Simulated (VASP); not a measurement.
# AgI: single point with PBEsol

The system is AgI.

```
CELL_PARAMETERS angstrom
0.00000 3.23650 3.23650
3.23650 0.00000 3.23650
3.23650 3.23650 0.00000
ATOMIC_POSITIONS crystal
Ag 0.00000 0.00000 0.00000
I 0.75000 0.75000 0.75000
```

```yaml
Program: VASP 6.6.1
Task: single point
Functional: PBEsol
Potentials_or_basis: VASP PAW PBE potentials, release 64 (Ag, I)
Cutoff: 500 eV
k_mesh: 6 × 6 × 6
Occupations: gaussian, width 0.01 eV
Spin: no spin polarisation
Dipole_correction: no
Further_INCAR_settings: ALGO = Normal; EDIFF = 1e-06; NBANDS = 16
```

```
Pressure               : -0.4 GPa
Band gap on the k mesh : 1.20 eV, direct
```

Levels at points of the mesh, in eV from the valence-band top:
```csv
k point,band 7,band 8,band 9,band 10,band 11,band 12
"(0.00, 0.00, 0.00)",0.00,0.00,0.00,1.20,5.65,5.65
"(0.50, 0.00, 0.00)",-2.98,-0.74,-0.74,2.65,6.14,6.14
"(0.50, 0.50, 0.00)",-2.66,-1.84,-1.84,3.46,3.76,8.40
```

Wall time 10 s on 1 thread of Intel(R) Xeon(R) Platinum 8488C (Sapphire Rapids) (shared host), peak memory 0.21 GiB.

Caveat: the PAW data sets were made with another functional, which shifts forces and pressure a little; spin-orbit coupling is left out, which moves the levels of the heavy elements. PBEsol gaps usually lie below the measured ones, often by a third to a half.
